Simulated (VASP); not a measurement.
# ReP (P6_3/mmc) in VASP: notebook

ReP is run at these levels: PBE; tasks: relaxation of shape and atoms at fixed volume.

Everything below comes from runs of VASP 6.6.1. Logs are shortened: lines on timing, memory, paths and dates and some standing lists are left out, and cuts for length are marked.

## (1) The cell of the first run

Symmetry: P6_3/mmc, No. 194, hexagonal system. The conventional cell has a = 3.687 Å, b = 3.687 Å, c = 5.041 Å, α = 90.00°, β = 90.00°, γ = 120.00°. Re (site symmetry -3m) has 6 P at 2.47 Å and 2 Re at 2.52 Å within 3.3 Å. Within 3.3 Å of P (site symmetry -6m2) lie 6 Re at 2.47 Å and 6 P at 3.30 Å.

## (2) Relaxation of shape and atoms at fixed volume, PBE (14.84 Å³/atom)

INCAR

```
SYSTEM = ReP
PREC = Accurate
ENCUT = 600
EDIFF = 1E-7
ISMEAR = 0
SIGMA = 0.05
LREAL = .FALSE.
LASPH = .TRUE.
NELM = 60
ALGO = Normal
ISIF = 4
LWAVE = .FALSE.
LCHARG = .FALSE.
GGA = PE
IBRION = 2
NSW = 60
EDIFFG = -0.01
```

KPOINTS

```
Automatic mesh
0
G
  10 10 8
  0 0 0
```

POSCAR

```
ReP
1.0
    3.6873160299      0.0000000000      0.0000000000
   -1.8436580150      3.1933093537      0.0000000000
    0.0000000000      0.0000000000      5.0406239844
Re P
2 2
Direct
    0.0000000000      0.0000000000      0.0000000000
    0.0000000000      0.0000000000      0.5000000000
    0.3333333333      0.6666666667      0.2500000000
    0.6666666667      0.3333333333      0.7500000000
```

Potentials or basis: VASP PAW PBE potentials, release 64 (Re, P).

Run with:

```bash
cat potpaw_PBE.64/Re/POTCAR potpaw_PBE.64/P/POTCAR > POTCAR
mpirun -np 1 vasp_std > vasp.out
```

OUTCAR:

```text
SYSTEM = ReP
   PREC = Accurate
   ENCUT = 600
   EDIFF = 1E-7
   ISMEAR = 0
   LREAL = .FALSE.
   LASPH = .TRUE.
   NELM = 60
   ISIF = 4
   GGA = PE
   IBRION = 2
   NSW = 60
   EDIFFG = -0.01

 ion  position               nearest neighbor table
   1  0.000  0.000  0.000-   3 2.47   4 2.47   4 2.47   3 2.47   4 2.47   3 2.47   2 2.52   2 2.52

   2  0.000  0.000  0.500-   3 2.47   4 2.47   4 2.47   3 2.47   4 2.47   3 2.47   1 2.52   1 2.52

   3  0.333  0.667  0.250-   1 2.47   2 2.47   1 2.47   2 2.47   1 2.47   2 2.47
   4  0.667  0.333  0.750-   1 2.47   2 2.47   1 2.47   2 2.47   1 2.47   2 2.47

  LATTYP: Found a hexagonal cell.
 ALAT       =     3.6873160299
 C/A-ratio  =     1.3670170779

  Lattice vectors:

 A1 = (   3.6873160299,   0.0000000000,   0.0000000000)
 A2 = (  -1.8436580150,   3.1933093537,   0.0000000000)
 A3 = (   0.0000000000,   0.0000000000,   5.0406239844)

Analysis of symmetry for initial positions (statically):
=====================================================================
 Subroutine PRICEL returns:
 Original cell was already a primitive cell.

 Routine SETGRP: Setting up the symmetry group for a
 hexagonal supercell.

 Subroutine GETGRP returns: Found 24 space group operations
 (whereof 12 operations were pure point group operations)
 out of a pool of 24 trial point group operations.

The static configuration has the point symmetry D_3d.
 The point group associated with its full space group is D_6h.

Analysis of symmetry for dynamics (positions and initial velocities):
=====================================================================
 Subroutine PRICEL returns:
 Original cell was already a primitive cell.

 Routine SETGRP: Setting up the symmetry group for a
 hexagonal supercell.

 Subroutine GETGRP returns: Found 24 space group operations
 (whereof 12 operations were pure point group operations)
 out of a pool of 24 trial point group operations.

The dynamic configuration has the point symmetry D_3d.
 The point group associated with its full space group is D_6h.

 Subroutine INISYM returns: Found 24 space group operations
 (whereof 12 operations are pure point group operations),
 and found     1 'primitive' translations

----------------------------------------------------------------------------------------

                                     Primitive cell

  volume of cell :      59.3520

  direct lattice vectors                    reciprocal lattice vectors
     3.687316030  0.000000000  0.000000000     0.271199971  0.156577376  0.000000000
    -1.843658015  3.193309354  0.000000000     0.000000000  0.313154752  0.000000000
     0.000000000  0.000000000  5.040623984     0.000000000  0.000000000  0.198388137

  length of vectors
     3.687316030  3.687316030  5.040623984     0.313154752  0.313154752  0.198388137

  position of ions in fractional coordinates (direct lattice)
     0.000000000  0.000000000  0.000000000
     0.000000000  0.000000000  0.500000000
     0.333333333  0.666666667  0.250000000
     0.666666667  0.333333333  0.750000000

  ion indices of the primitive-cell ions
   primitive index   ion index
                 1           1
                 2           2
                 3           3
                 4           4

----------------------------------------------------------------------------------------

 KPOINTS: Automatic mesh

Automatic generation of k-mesh.
 Grid dimensions read from file:
 generate k-points for:   10   10    8

 Generating k-lattice:

  Cartesian coordinates                     Fractional coordinates (reciprocal lattice)
     0.027119997  0.015657738  0.000000000     0.100000000  0.000000000  0.000000000
     0.000000000  0.031315475  0.000000000     0.000000000  0.100000000  0.000000000
     0.000000000  0.000000000  0.024798517     0.000000000  0.000000000  0.125000000

  Length of vectors
     0.031315475  0.031315475  0.024798517

  Shift w.r.t. Gamma in fractional coordinates (k-lattice)
     0.000000000  0.000000000  0.000000000

 Subroutine IBZKPT returns following result:
 ===========================================

 Found     70 irreducible k-points:

 Following reciprocal coordinates:
            Coordinates               Weight
  0.000000  0.000000  0.000000      1.000000
  0.100000  0.000000  0.000000      6.000000
  0.200000  0.000000  0.000000      6.000000
  0.300000  0.000000  0.000000      6.000000
  0.400000  0.000000  0.000000      6.000000
  0.500000  0.000000  0.000000      3.000000
[... 16 lines left out ...]
  0.300000  0.100000  0.125000     24.000000
  0.400000  0.100000  0.125000     24.000000
 [... further k-points ...]
   k-points           NKPTS =     70   k-points in BZ     NKDIM =     70   number of bands    NBANDS=     16
   number of dos      NEDOS =    301   number of ions     NIONS =      4
   total plane-waves  NPLWV =  36000
   dimension x,y,z NGX =    30 NGY =   30 NGZ =   40
   dimension x,y,z NGXF=    60 NGYF=   60 NGZF=   80
   ions per type =               2   2
   NGX,Y,Z   is equivalent  to a cutoff of  13.53, 13.53, 13.19 a.u.
   NGXF,Y,Z  is equivalent  to a cutoff of  27.05, 27.05, 26.38 a.u.
 SYSTEM =  ReP
   PREC   = accura    normal or accurate (medium, high low for compatibility)
   ISTART =      0    job   : 0-new  1-cont  2-samecut
   ICHARG =      2    charge: 1-file 2-atom 10-const
   ISPIN  =      1    spin polarized calculation?
   LNONCOLLINEAR =      F non collinear calculations
   LSORBIT =      F    spin-orbit coupling
   LASPH  =      T    aspherical Exc in radial PAW
   ENCUT  =  600.0 eV  44.10 Ry    6.64 a.u.   7.36  7.36 10.07*2*pi/ulx,y,z
   NELM   =     60;   NELMIN=  2; NELMDL= -5     # of ELM steps
   EDIFF  = 0.1E-06   stopping-criterion for ELM
   LREAL  =      F    real-space projection
   EDIFFG = -.1E-01   stopping-criterion for IOM
   NSW    =     60    number of steps for IOM
   IBRION =      2    ionic relax: 0-MD 1-quasi-New 2-CG
   NFREE  =      1    steps in history (QN), initial steepest desc. (CG)
   ISIF   =      4    stress and relaxation
   ISYM   =      2    0-nonsym 1-usesym 2-fastsym
   POTIM  = 0.5000    time-step for ionic-motion
   TEBEG  =    0.0;   TEEND  =   0.0 temperature during run
   PSTRESS=    0.0 pullay stress
   NELECT =      24.0000    total number of electrons
   NUPDOWN=      -1.0000    fix difference up-down
   EMIN   =  10.00;   EMAX   =-10.00  energy-range for DOS
   EFERMI =   0.00;   METHOD = LEGACY
   ISMEAR =     0;   SIGMA  =   0.05  broadening in eV -4-tet -1-fermi 0-gaus
   EFERMI_NEDOS =   21; number of points for ismear=-14 and -15
   IALGO  =     38    algorithm
   IMIX   =      4    mixing-type and parameters
     AMIX     =   0.40;   BMIX     =  1.00
     AMIX_MAG =   1.60;   BMIX_MAG =  1.00
  volume/ion in A,a.u.               =      14.84       100.13
  Fermi-wavevector in a.u.,A,eV,Ry     =   1.210598  2.287699 19.939991  1.465548
  Thomas-Fermi vector in A             =   2.346140
   LORBIT       =      0    0 simple, 1 ext, 2 COOP (PROOUT), +10 PAW based schemes
   GGA     = PE    functional components
   LHFCALC =     F    Hartree Fock is set to
   AEXX    =    0.0000 exact exchange contribution
   IVDW    =     0    specifies the selected vdW correction
   LEPSILON=     F    determine dielectric tensor
   LRPA    =     F    only Hartree local field effects (RPA)
 conjugate gradient relaxation of ions
 non-spin polarized calculation
 Gauss-broadening in eV      SIGMA  =   0.05
  energy-cutoff  :      600.00
  volume of cell :       59.35
 maximum number of plane-waves:      2019
 NGX is ok and might be reduce to    30
   NGX = 15   NGY = 15   NGZ = 21

--------------------------------------- Ionic step        1  -------------------------------------------

 number of electron      24.0000000 magnetization

 Free energy of the ion-electron system (eV)
  ---------------------------------------------------
  ext. energy  EPLUGINS =         0.00000000
  ---------------------------------------------------
  free energy    TOTEN  =       -35.20129034 eV

  energy without entropy =      -35.19737041  energy(sigma->0) =      -35.19933038

------------------------ aborting loop because EDIFF is reached ----------------------------------------

  FORCE on cell =-STRESS in cart. coord.  units (eV):
  Direction    XX          YY          ZZ          XY          YZ          ZX
  --------------------------------------------------------------------------------------
  -------------------------------------------------------------------------------------
  Total        3.7536660      3.7536660      4.1916708     -0.0000000     -0.0000000     -0.0000000
  in kB      101.3282535    101.3282535    113.1519646     -0.0000000     -0.0000000     -0.0000000
  external PRESSURE =     105.2694905 kB  Pullay stress =       0.0000000 kB

 VOLUME and BASIS-vectors are now :
 -----------------------------------------------------------------------------
  energy-cutoff  :      600.00
  volume of cell :       59.35
      direct lattice vectors                 reciprocal lattice vectors
     3.687316030  0.000000000  0.000000000     0.271199971  0.156577376  0.000000000
    -1.843658015  3.193309354  0.000000000     0.000000000  0.313154752  0.000000000
     0.000000000  0.000000000  5.040623984     0.000000000  0.000000000  0.198388137

 POSITION                                       TOTAL-FORCE (eV/Angst)
 -----------------------------------------------------------------------------------
      0.00000      0.00000      0.00000         0.000000      0.000000      0.000000
      0.00000      0.00000      2.52031         0.000000      0.000000      0.000000
     -0.00000      2.12887      1.26016        -0.000000      0.000000      0.000000
      1.84366      1.06444      3.78047         0.000000     -0.000000     -0.000000
 -----------------------------------------------------------------------------------
    total drift:                               -0.000000      0.000000     -0.000000

  FREE ENERGIE OF THE ION-ELECTRON SYSTEM (eV)
  ---------------------------------------------------
  free  energy   TOTEN  =       -35.2012903423 eV

  energy  without entropy=      -35.1973704088  energy(sigma->0) =      -35.19933038

--------------------------------------- Ionic step        2  -------------------------------------------

 number of electron      23.9999999 magnetization

 Free energy of the ion-electron system (eV)
  ---------------------------------------------------
  ext. energy  EPLUGINS =         0.00000000
  ---------------------------------------------------
  free energy    TOTEN  =       -35.20205038 eV

  energy without entropy =      -35.19808466  energy(sigma->0) =      -35.20006752

 E-fermi :   8.7269     XC(G=0): -12.3202

 val. band max:        8.7045259267   @ k =   0.3000   0.3000   0.2500
 cond. band min:       8.7433528281   @ k =   0.3000   0.2000   0.3750
 fundamental gap:      0.0388269014
 Fermi energy:         8.7269032451

 k-point     1 :       0.0000    0.0000    0.0000
  band No.  band energies     occupation
      1      -5.5678      2.00000
      2      -1.3263      2.00000
      3       1.0465      2.00000
      4       2.3676      2.00000
      5       2.3676      2.00000
      6       3.2255      2.00000
[... 8 lines left out ...]
     15      10.4696      0.00000
     16      11.5280      0.00000

 k-point     2 :       0.1000    0.0000    0.0000
  band No.  band energies     occupation
      1      -5.4129      2.00000
      2      -1.5323      2.00000
      3       1.2312      2.00000
      4       2.4137      2.00000
      5       2.6549      2.00000
      6       3.1811      2.00000
[... 8 lines left out ...]
     15      10.7567      0.00000
     16      11.9514      0.00000
[... 387 lines left out ...]
      5       2.8066      2.00000
      6       3.4357      2.00000
[... 8 lines left out ...]
     15      10.6432      0.00000
     16      11.6196      0.00000

 k-point    24 :       0.4000    0.1000    0.1250
  band No.  band energies     occupation
      1      -3.2692      2.00000
      2      -2.5900      2.00000
      3       0.7241      2.00000
      4       2.4224      2.00000
      5       3.1716      2.00000
      6       3.3562      2.00000
[... 8 lines left out ...]
     15      10.2825      0.00000
     16      11.8667      0.00000

 [... further k-points ...]

------------------------ aborting loop because EDIFF is reached ----------------------------------------

  FORCE on cell =-STRESS in cart. coord.  units (eV):
  Direction    XX          YY          ZZ          XY          YZ          ZX
  --------------------------------------------------------------------------------------
  -------------------------------------------------------------------------------------
  Total        3.7806379      3.7806379      3.7862394     -0.0000000      0.0000000      0.0000000
  in kB      102.0563439    102.0563439    102.2075534     -0.0000000      0.0000000      0.0000000
  external PRESSURE =     102.1067470 kB  Pullay stress =       0.0000000 kB

 VOLUME and BASIS-vectors are now :
 -----------------------------------------------------------------------------
  energy-cutoff  :      600.00
  volume of cell :       59.35
      direct lattice vectors                 reciprocal lattice vectors
     3.680834523 -0.000000000 -0.000000000     0.271677521  0.156853090  0.000000000
    -1.840417261  3.187696204  0.000000000     0.000000000  0.313706180  0.000000000
     0.000000000 -0.000000000  5.058391480     0.000000000  0.000000000  0.197691302

 POSITION                                       TOTAL-FORCE (eV/Angst)
 -----------------------------------------------------------------------------------
      0.00000     -0.00000      0.00000        -0.000000     -0.000000     -0.000000
      0.00000     -0.00000      2.52920        -0.000000     -0.000000     -0.000000
     -0.00000      2.12513      1.26460        -0.000000      0.000000     -0.000000
      1.84042      1.06257      3.79379         0.000000     -0.000000      0.000000
 -----------------------------------------------------------------------------------
    total drift:                               -0.000000      0.000000     -0.000000

  FREE ENERGIE OF THE ION-ELECTRON SYSTEM (eV)
  ---------------------------------------------------
  free  energy   TOTEN  =       -35.2020503779 eV

  energy  without entropy=      -35.1980846572  energy(sigma->0) =      -35.20006752

 reached required accuracy - stopping structural energy minimisation
```

Run time: 3.5 min. Hardware: 1 thread of Oxide Virtual Turin-like, shared host; peak memory 0.21 GiB.

Results:

```
Free energy               : -35.2021 eV
Energy gained by relaxing : 0.2 meV/atom
Ionic steps               : 2
Pressure after relaxing   : 10.2 GPa
Band gap on the k mesh    : zero (bands 12 and 13 overlap by 1.02 eV)
```

The path:
```csv
step,energy change (eV),largest force (eV/Å),pressure (GPa),volume (Å³)
1,0.0000,0.0000,10.53,59.35
2,-0.0008,0.0000,10.21,59.35
```

Final structure:
```cif
data_structure
_symmetry_space_group_name_H-M 'P 1'
_symmetry_Int_Tables_number 1
_cell_length_a 3.6808
_cell_length_b 3.6808
_cell_length_c 5.0584
_cell_angle_alpha 90.000
_cell_angle_beta 90.000
_cell_angle_gamma 120.000
_cell_volume 59.35
loop_
_atom_site_label
_atom_site_type_symbol
_atom_site_fract_x
_atom_site_fract_y
_atom_site_fract_z
_atom_site_occupancy
Re1 Re 0.00000 0.00000 0.00000 1
Re2 Re 0.00000 0.00000 0.50000 1
P1 P 0.33333 0.66667 0.25000 1
P2 P 0.66667 0.33333 0.75000 1
```

Levels at points of the mesh, in eV from the Fermi level:
| k point | band 10 | band 11 | band 12 | band 13 | band 14 | band 15 |
| --- | --- | --- | --- | --- | --- | --- |
| (0.00, 0.00, 0.00) | -2.02 | -0.56 | -0.56 | 0.94 | 1.74 | 1.74 |
| (0.50, 0.00, 0.00) | -1.57 | -1.01 | -0.10 | 0.20 | 1.12 | 1.62 |
| (0.00, 0.00, 0.50) | -1.97 | -1.97 | -1.97 | -0.47 | -0.47 | 4.23 |
| (0.50, 0.00, 0.50) | -1.90 | -0.44 | -0.44 | -0.35 | -0.35 | 2.31 |

Caveat: spin-orbit coupling is left out, which moves the levels of the heavy elements.

## (3) Relaxation of shape and atoms at fixed volume, PBE (15.15 Å³/atom)

This run uses another cell than the first one, of 15.15 Å³/atom.

INCAR

```
PREC = Accurate
ENCUT = 600
EDIFF = 1E-7
ISMEAR = 0
SIGMA = 0.05
LREAL = F
LASPH = T
NELM = 60
ALGO = Normal
ISIF = 4
LWAVE = F
LCHARG = F
GGA = PE
IBRION = 2
NSW = 60
EDIFFG = -0.01
```

KPOINTS

```
Automatic mesh
0
Gamma
  10 10 8
```

POSCAR

```
ReP
1.0
    3.7235069584      0.0000000000      0.0000000000
   -1.8617534792      3.2246516171      0.0000000000
    0.0000000000      0.0000000000      5.0460962201
Re P
2 2
Direct
    0.0000000000      0.0000000000      0.0000000000
    0.0000000000      0.0000000000      0.5000000000
    0.3333333333      0.6666666667      0.2500000000
    0.6666666667      0.3333333333      0.7500000000
```

Potentials or basis: VASP PAW PBE potentials, release 64 (Re, P).

Run with:

```bash
cat potpaw_PBE.64/Re/POTCAR potpaw_PBE.64/P/POTCAR > POTCAR
mpirun -np 1 vasp_std > vasp.out
```

It took 3.4 min on 1 thread of Oxide Virtual Turin-like, shared host; peak memory 0.21 GiB.

It converged, with:

```yaml
Free_energy: -35.2610 eV
Energy_gained_by_relaxing: 0.2 meV/atom
Ionic_steps: 2
Pressure_after_relaxing: 5.1 GPa
Band_gap_on_the_k_mesh: zero (bands 12 and 13 overlap by 1.03 eV)
```

Stress tensor (GPa, compression positive):
```
5.12 0.00 0.00
0.00 5.12 0.00
0.00 0.00 5.19
```

The path:
```tsv
step	energy change (eV)	largest force (eV/Å)	pressure (GPa)	volume (Å³)
1	0.0000	0.0000	5.45	60.59
2	-0.0008	0.0000	5.14	60.59
```

Final structure:
```
CELL_PARAMETERS angstrom
3.71690 0.00000 0.00000
-1.85845 3.21893 0.00000
0.00000 0.00000 5.06404
ATOMIC_POSITIONS crystal
Re 0.00000 0.00000 0.00000
Re 0.00000 0.00000 0.50000
P 0.33333 0.66667 0.25000
P 0.66667 0.33333 0.75000
```

Levels at points of the mesh, in eV from the Fermi level:
```tsv
k point	band 8	band 9	band 10	band 11	band 12	band 13	band 14	band 15	band 16
(0.00, 0.00, 0.00)	-3.46	-1.92	-1.92	-0.57	-0.57	0.96	1.77	1.77	2.80
(0.50, 0.00, 0.00)	-3.54	-3.00	-1.60	-1.02	-0.08	0.23	1.16	1.65	2.82
(0.00, 0.00, 0.50)	-4.14	-1.91	-1.91	-1.91	-1.91	-0.50	-0.50	4.17	4.17
(0.50, 0.00, 0.50)	-3.75	-1.81	-1.81	-0.47	-0.47	-0.36	-0.36	2.27	2.27
```

Caveat: spin-orbit coupling is left out, which moves the levels of the heavy elements.

The gap in the log of VASP goes by the Fermi energy; the results here count the filled bands.